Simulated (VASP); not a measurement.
# Cs2H4Pb (P1) in VASP: single point with PBEsol

Aim: the single point of Cs2H4Pb with PBEsol.

All numbers are computed with VASP 6.6.1; they aren't measurements. Logs are shortened: lines on timing, memory, paths and dates and some standing lists are left out, and cuts for length are marked.

## (1) The cell of the first run

The typed cell holds 7 atoms: a = 8.528 Å, b = 8.614 Å, c = 8.614 Å, α = 146.62°, β = 148.39°, γ = 47.08°.

## (2) Single point, PBEsol

Input file INCAR:

```
  PREC = Accurate
  ENCUT = 520
  EDIFF = 1E-6
  ISMEAR = -1
  SIGMA = 0.05
  LREAL = F
  LASPH = T
  NELM = 60
  ALGO = Normal
  ISIF = 2
  LWAVE = F
  LCHARG = F
  GGA = PS
  NBANDS = 27
```

Input file KPOINTS:

```
regular mesh
0
Gamma
  6 6 6
```

Input file POSCAR:

```
Cs2H4Pb
1.0
   -2.5105061580      2.2376378013      7.8368835018
    2.4625512303     -2.4677413292      7.8772739034
    2.4846669171      2.4322128699     -7.8814068544
Cs H Pb
2 4 1
Direct
    0.3602156572      0.0634592039      0.1033750567
    1.0600278460      0.7900846117      0.0921617566
   -0.0050522024      0.1906773592     -0.3757784122
    0.8657552621      0.5555561532      0.1634423338
    0.3010139701      1.4200618835      0.6638979464
    0.7022877926      0.0451064474      0.7238248787
   -0.3104629523      0.4304491262      0.1011820062
```

Potentials or basis: VASP PAW PBE potentials, release 64 (Cs_sv, H, Pb_d).

Command:

```sh
cat potpaw_PBE.64/Cs_sv/POTCAR potpaw_PBE.64/H/POTCAR potpaw_PBE.64/Pb_d/POTCAR > POTCAR
mpirun -np 1 vasp_std > vasp.out
```

OUTCAR:

```text
PREC = Accurate
   ENCUT = 520
   EDIFF = 1E-6
   ISMEAR = -1
   LREAL = F
   LASPH = T
   NELM = 60
   ISIF = 2
   GGA = PS

 ion  position               nearest neighbor table
   1  0.360  0.063  0.103-
   2  0.060  0.790  0.092-
   3  0.995  0.191  0.624-
   4  0.866  0.556  0.163-   7 1.89
   5  0.301  0.420  0.664-   7 1.94
   6  0.702  0.045  0.724-   7 1.92
   7  0.690  0.430  0.101-   4 1.89   6 1.92   5 1.94

  LATTYP: Found a triclinic cell.
 ALAT       =     4.9473474459
 B/A-ratio  =     1.3664138902
 C/A-ratio  =     1.7411861239
 COS(alpha) =     0.0051441286
 COS(beta)  =     0.2871552535
 COS(gamma) =     0.7230651704

  Lattice vectors:

 A1 = (   4.9472181474,  -0.0355284593,  -0.0041329510)
 A2 = (   4.9213789065,   4.6343222119,  -0.0486563036)
 A3 = (   2.4625512303,  -2.4677413292,   7.8772739034)

Analysis of symmetry for initial positions (statically):
=====================================================================
 Subroutine PRICEL returns:
 Original cell was already a primitive cell.

 Routine SETGRP: Setting up the symmetry group for a
 triclinic supercell.

 Subroutine GETGRP returns: Found  1 space group operations
 (whereof  1 operations were pure point group operations)
 out of a pool of  2 trial point group operations.

The static configuration has the point symmetry C_1 .

Analysis of symmetry for dynamics (positions and initial velocities):
=====================================================================
 Subroutine PRICEL returns:
 Original cell was already a primitive cell.

 Routine SETGRP: Setting up the symmetry group for a
 triclinic supercell.

 Subroutine GETGRP returns: Found  1 space group operations
 (whereof  1 operations were pure point group operations)
 out of a pool of  2 trial point group operations.

The dynamic configuration has the point symmetry C_1 .

 Subroutine INISYM returns: Found  1 space group operations
 (whereof  1 operations are pure point group operations),
 and found     1 'primitive' translations

----------------------------------------------------------------------------------------

[... 100 lines left out ...]
   ENCUT  =  520.0 eV  38.22 Ry    6.18 a.u.  15.86 16.02 16.02*2*pi/ulx,y,z
   NELM   =     60;   NELMIN=  2; NELMDL= -5     # of ELM steps
   EDIFF  = 0.1E-05   stopping-criterion for ELM
   LREAL  =      F    real-space projection
   EDIFFG = 0.1E-04   stopping-criterion for IOM
   NSW    =      0    number of steps for IOM
   IBRION =     -1    ionic relax: 0-MD 1-quasi-New 2-CG
   NFREE  =      0    steps in history (QN), initial steepest desc. (CG)
   ISIF   =      2    stress and relaxation
   ISYM   =      2    0-nonsym 1-usesym 2-fastsym
   POTIM  = 0.5000    time-step for ionic-motion
   TEBEG  =    0.0;   TEEND  =   0.0 temperature during run
   PSTRESS=    0.0 pullay stress
   NELECT =      36.0000    total number of electrons
   NUPDOWN=      -1.0000    fix difference up-down
   EMIN   =  10.00;   EMAX   =-10.00  energy-range for DOS
   EFERMI =   0.00;   METHOD = LEGACY
   ISMEAR =    -1;   SIGMA  =   0.05  broadening in eV -4-tet -1-fermi 0-gaus
   EFERMI_NEDOS =   21; number of points for ismear=-14 and -15
   IALGO  =     38    algorithm
   IMIX   =      4    mixing-type and parameters
     AMIX     =   0.40;   BMIX     =  1.00
     AMIX_MAG =   1.60;   BMIX_MAG =  1.00
  volume/ion in A,a.u.               =      25.93       174.96
  Fermi-wavevector in a.u.,A,eV,Ry     =   0.954759  1.804232 12.402585  0.911564
  Thomas-Fermi vector in A             =   2.083535
   LORBIT       =      0    0 simple, 1 ext, 2 COOP (PROOUT), +10 PAW based schemes
   GGA     = PS    functional components
   LHFCALC =     F    Hartree Fock is set to
   AEXX    =    0.0000 exact exchange contribution
   IVDW    =     0    specifies the selected vdW correction
   LEPSILON=     F    determine dielectric tensor
   LRPA    =     F    only Hartree local field effects (RPA)
 non-spin polarized calculation
  energy-cutoff  :      520.00
  volume of cell :      181.49
 maximum number of plane-waves:      4905
   NGX = 31   NGY = 31   NGZ = 31

 number of electron      36.0000001 magnetization

 Free energy of the ion-electron system (eV)
  ---------------------------------------------------
  ext. energy  EPLUGINS =         0.00000000
  ---------------------------------------------------
  free energy    TOTEN  =       -19.25797856 eV

  energy without entropy =      -19.25797856  energy(sigma->0) =      -19.25797856

 E-fermi :   1.7375     XC(G=0):  -7.6667

 val. band max:        0.7678685945   @ k =   0.5000   0.5000   0.5000
 cond. band min:       2.6729230076   @ k =  -0.1667  -0.1667   0.1667
 fundamental gap:      1.9050544132
 Fermi energy:         1.7374639507

 k-point     1 :       0.0000    0.0000    0.0000
  band No.  band energies     occupation
      1     -20.6701      2.00000
      2     -20.5459      2.00000
      3     -15.1526      2.00000
      4     -15.1395      2.00000
      5     -15.0290      2.00000
      6     -15.0165      2.00000
[... 709 lines left out ...]
     26       6.3247      0.00000
     27       6.9952      0.00000

 [... further k-points ...]

------------------------ aborting loop because EDIFF is reached ----------------------------------------

  FORCE on cell =-STRESS in cart. coord.  units (eV):
  Direction    XX          YY          ZZ          XY          YZ          ZX
  --------------------------------------------------------------------------------------
  -------------------------------------------------------------------------------------
  Total       -0.0490889     -0.0445589     -0.0296825      0.0029902      0.0091054     -0.0011699
  in kB       -0.4333592     -0.3933681     -0.2620387      0.0263979      0.0803829     -0.0103277
  external PRESSURE =      -0.3629220 kB  Pullay stress =       0.0000000 kB

 VOLUME and BASIS-vectors are now :
 -----------------------------------------------------------------------------
  energy-cutoff  :      520.00
  volume of cell :      181.49
      direct lattice vectors                 reciprocal lattice vectors
    -2.510506158  2.237637801  7.836883502     0.001598275  0.214785214  0.066786876
     2.462551230 -2.467741329  7.877273903     0.202199935  0.001731666  0.064279294
     2.484666917  2.432212870 -7.881406854     0.203683149  0.215302615  0.003774272

 POSITION                                       TOTAL-FORCE (eV/Angst)
 -----------------------------------------------------------------------------------
     -0.49120      0.90086      2.50811        -0.000299     -0.000407     -0.001283
      2.02391     -1.59125      5.96778        -0.001392     -0.001145     -0.000485
     -0.47729      3.27403      4.37956         0.000121      0.001732      0.001417
     -0.39930      0.96380      9.87294        -0.003011     -0.001574      0.000419
      1.92829      1.25170      0.43550        -0.000664      0.003602      0.002405
      0.14644      3.22065      0.15431         0.003434     -0.000981      0.001403
     -0.41968      0.72679      7.99713         0.001811     -0.001227     -0.003876
 -----------------------------------------------------------------------------------
    total drift:                                0.000301      0.000095     -0.000185

  FREE ENERGIE OF THE ION-ELECTRON SYSTEM (eV)
  ---------------------------------------------------
  free  energy   TOTEN  =       -19.2579785620 eV

  energy  without entropy=      -19.2579785612  energy(sigma->0) =      -19.25797856
```

stdout:

```text
POSCAR found type information on POSCAR CsH Pb
 POSCAR found :  3 types and       7 ions
 scaLAPACK will be used
 -----------------------------------------------------------------------------
|                                                                             |
|                                                                             |
|     You enforced a specific xc type in the INCAR file but a different       |
|     I HOPE YOU KNOW WHAT YOU ARE DOING!                                     |
|                                                                             |
 -----------------------------------------------------------------------------

 LDA part: xc-table for (Slater+PW92), standard interpolation
 POSCAR, INCAR and KPOINTS ok, starting setup
 FFT: planning ... GRIDC
 FFT: planning ... GRID_SOFT
 FFT: planning ... GRID
 WAVECAR not read
 entering main loop
```

Wall time 24 min (1 thread of Intel Xeon Platinum 8259CL at 2.50GHz (Skylake/Cascade Lake), shared host); peak memory 0.89 GiB.

Results:

| Quantity | Value |
| --- | --- |
| Free energy | -19.2580 eV |
| Pressure | 0.0 GPa |
| Largest force | 0.004 eV/Å |
| Band gap on the k mesh | 1.91 eV (least direct gap 1.99 eV) |

Forces in eV/Å, atoms in the order of the input:
```
Cs   0.000  0.000 -0.001
Cs  -0.001 -0.001  0.000
H    0.000  0.002  0.001
H   -0.003 -0.002  0.000
H   -0.001  0.004  0.002
H    0.003 -0.001  0.001
Pb   0.002 -0.001 -0.004
```

Levels at points of the mesh, in eV from the valence-band top:
| k point | band 16 | band 17 | band 18 | band 19 | band 20 | band 21 |
| --- | --- | --- | --- | --- | --- | --- |
| (0.00, 0.00, 0.00) | -1.61 | -0.67 | -0.37 | 1.92 | 2.34 | 2.49 |
| (0.50, 0.00, 0.00) | -2.16 | -0.75 | -0.32 | 2.19 | 2.86 | 3.45 |
| (0.00, 0.50, 0.00) | -1.98 | -0.60 | -0.27 | 2.28 | 2.91 | 3.44 |
| (0.50, 0.50, 0.00) | -3.05 | -1.93 | -0.05 | 2.51 | 3.79 | 3.94 |
| (0.00, 0.00, 0.50) | -3.06 | -1.94 | -0.04 | 2.49 | 3.76 | 4.02 |
| (0.50, 0.00, 0.50) | -2.00 | -0.66 | -0.20 | 2.31 | 2.79 | 3.46 |
| (0.00, 0.50, 0.50) | -2.18 | -0.77 | -0.36 | 2.15 | 3.02 | 3.68 |
| (0.50, 0.50, 0.50) | -1.64 | -0.61 | 0.00 | 1.99 | 2.13 | 2.72 |

Caveat: the PAW data sets were made with another functional, which shifts forces and pressure a little; spin-orbit coupling is left out, which moves the levels of the heavy elements. A k mesh can miss the band edges.
